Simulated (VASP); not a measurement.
**HfC: single point with r2SCAN**

Crystal: HfC.

```
Hf C
1.0
     0.00000    2.52929    2.52929
     2.52929    0.00000    2.52929
     2.52929    2.52929    0.00000
Hf C
1 1
Direct
  0.00000 0.00000 0.00000
  0.25000 0.25000 0.25000
```

This cell differs from its parent crystal: volume scaled by 1.020.

```json
{
 "Program": "VASP 6.6.1",
 "Task": "single point",
 "Functional": "r2SCAN",
 "Potentials or basis": "VASP PAW PBE potentials, release 64 (Hf_pv, C)",
 "Cutoff": "520 eV",
 "k mesh": "12 × 12 × 12",
 "Occupations": "gaussian, width 0.05 eV",
 "Spin": "no spin polarisation"
}
```

```json
{
 "Pressure": "-3.6 GPa",
 "Band gap on the k mesh": "0.61 eV, direct"
}
```

Levels at points of the mesh, in eV from the valence-band top:
```tsv
k point	band 4	band 5	band 6	band 7	band 8	band 9	band 10	band 11
(0.00, 0.00, 0.00)	-11.14	-2.27	-2.27	-2.27	3.74	3.97	3.97	9.67
(0.50, 0.00, 0.00)	-9.53	-2.97	-1.64	-1.64	4.31	4.74	4.74	7.26
(0.50, 0.50, 0.00)	-8.95	-4.08	-0.06	-0.06	0.79	4.88	5.69	6.15
```

Run time: 96 s on 1 thread of Intel(R) Xeon(R) Platinum 8259CL CPU @ 2.50GHz (Skylake/Cascade Lake), on a shared host, peak memory 0.19 GiB.

Caveat: the PAW data sets were made with another functional, which shifts forces and pressure a little; spin-orbit coupling is left out, which moves the levels of the heavy elements. A k mesh can miss the band edges.
